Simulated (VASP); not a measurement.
Write the native input for VASP 6.6.1 that does the following.

- Task: single point
- Functional: PBE
- Potentials or basis: VASP PAW PBE potentials, release 64 (Si, S)
- Cutoff: 520 eV
- k mesh: 6 × 6 × 6
- Occupations: gaussian, width 0.02 eV
- Spin: no spin polarisation
- Dipole correction: no
- Further INCAR settings: ALGO = Normal; EDIFF = 1e-07; NBANDS = 25

The structure of SiS2 lies in POSCAR:

```
SiS2
1.0
   -3.1190111361      5.3932096086      2.7964191712
    3.1190111361     -5.3932096086      2.7964191712
    3.1190111361      5.3932096086     -2.7964191712
Si S
2 4
Direct
    0.7500000000      0.7500000000      0.0000000000
    0.2500000000      0.2500000000      0.0000000000
    0.8932118695      0.8147086233      0.7079204928
    0.1067881305      0.1852913767      0.2920795072
    0.6067881305      0.3147086233      0.9214967538
    0.3932118695      0.6852913767      0.0785032462
```

One way to write it, as run:

INCAR

```
  ALGO = Normal
  EDIFF = 1E-7
  ENCUT = 520
  GGA = PE
  ISIF = 2
  ISMEAR = 0
  LASPH = T
  LCHARG = T
  LELF = T
  LREAL = F
  LVHAR = T
  LWAVE = F
  NBANDS = 25
  NELM = 100
  PREC = Accurate
  SIGMA = 0.02
```

KPOINTS

```
k-points
0
Gamma
  6 6 6
```

Potentials or basis: VASP PAW PBE potentials, release 64 (Si, S).

The run is started by

```console
$ cat potpaw_PBE.64/Si/POTCAR potpaw_PBE.64/S/POTCAR > POTCAR
$ mpirun -np 1 vasp_std > vasp.out
```

It gave:

* Pressure: -0.1 GPa
* Largest force: 0.045 eV/Å
* Band gap on the k mesh: 3.08 eV, indirect (least direct gap 3.39 eV)

Run time: 4.5 min on 1 thread of AMD EPYC 7R43 64-Core Processor (Zen 3) (shared host), peak memory 0.45 GiB.
